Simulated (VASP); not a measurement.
ErC4:

```
Er C
1.0
     3.88153    0.00000    0.00000
    -1.94076    3.36150    0.00000
     0.00000    0.00000    4.40301
Er C
1 4
Direct
  0.00000 0.00000 0.00000
  0.50000 0.00000 0.50000
  0.00000 0.50000 0.50000
  0.50000 0.50000 0.50000
  0.00000 0.00000 0.50000
```

The cell was generated, and may not be a known phase.

| Item | Value |
| --- | --- |
| Program | VASP 6.6.1 |
| Task | relaxation of cell and atoms |
| Functional | PBE |
| Potentials or basis | VASP PAW PBE potentials, release 64 (Er_3, C), 4f in core |
| Cutoff | 600 eV |
| k mesh | 6 × 6 × 4 |
| Occupations | gaussian, width 0.1 eV |
| Spin | no spin polarisation |

At the start: pressure 0.9 GPa; volume 11.49 Å³/atom.

**Question.** Where does the relaxation end?

**Answer.** Over 4 steps the energy falls by 4.3 meV/atom and the volume is 11.54 Å³/atom (+0.5 %); space group P6/mmm (No. 191, to 0.1 Å) before and after.

Step by step:
```
step  energy change (eV)  largest force (eV/Å)  pressure (GPa)  volume (Å³)
   1              0.0000                0.0000            0.90        57.45
   2             -0.0197                0.0000           -0.33        57.98
   3             -0.0204                0.0000           -0.67        58.11
   4             -0.0217                0.0000           -0.22        57.72
```

Final structure:
```cif
data_structure
_symmetry_space_group_name_H-M 'P 1'
_symmetry_Int_Tables_number 1
_cell_length_a 3.8495
_cell_length_b 3.8495
_cell_length_c 4.4974
_cell_angle_alpha 90.000
_cell_angle_beta 90.000
_cell_angle_gamma 120.000
_cell_volume 57.72
loop_
_atom_site_label
_atom_site_type_symbol
_atom_site_fract_x
_atom_site_fract_y
_atom_site_fract_z
_atom_site_occupancy
Er1 Er 0.00000 0.00000 0.00000 1
C1 C 0.50000 0.00000 0.50000 1
C2 C 0.00000 0.50000 0.50000 1
C3 C 0.50000 0.50000 0.50000 1
C4 C 0.00000 0.00000 0.50000 1
```

Caveat: an odd number of electrons without spin polarisation forces a metal; a magnetic or distorted state may lie lower.
